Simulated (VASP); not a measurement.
# BP: single point with PBEsol

The system is BP.

```xyz
2
Lattice="0.0000 2.2601 2.2601 2.2601 0.0000 2.2601 2.2601 2.2601 0.0000" Properties=species:S:1:pos:R:3 pbc="T T T"
B     0.0000    0.0000    0.0000
P     1.1301    1.1301    1.1301
```

```yaml
Program: VASP 6.6.1
Task: single point
Functional: PBEsol
Potentials_or_basis: VASP PAW PBE potentials, release 64 (B, P)
Cutoff: 520 eV
k_mesh: 10 × 10 × 10
Occupations: gaussian, width 0.02 eV
Spin: no spin polarisation
```

```yaml
Pressure: 0.1 GPa
Band_gap_on_the_k_mesh: 1.12 eV, indirect (least direct gap 3.37 eV)
```

Levels at points of the mesh, in eV from the valence-band top:
```tsv
k point	band 2	band 3	band 4	band 5	band 6	band 7
(0.00, 0.00, 0.00)	0.00	0.00	0.00	3.37	3.37	3.37
(0.50, 0.00, 0.00)	-9.18	-1.78	-1.78	3.80	4.66	4.66
(0.50, 0.50, 0.00)	-8.66	-4.19	-4.19	1.20	1.51	12.21
```

It took 3.6 s on 1 thread of Intel(R) Xeon(R) 6975P-C (Granite Rapids), on a shared host, peak memory 0.13 GiB.

Caveat: the PAW data sets were made with another functional, which shifts forces and pressure a little. Expect the measured gap to be larger: semilocal functionals such as PBEsol lack the derivative discontinuity.
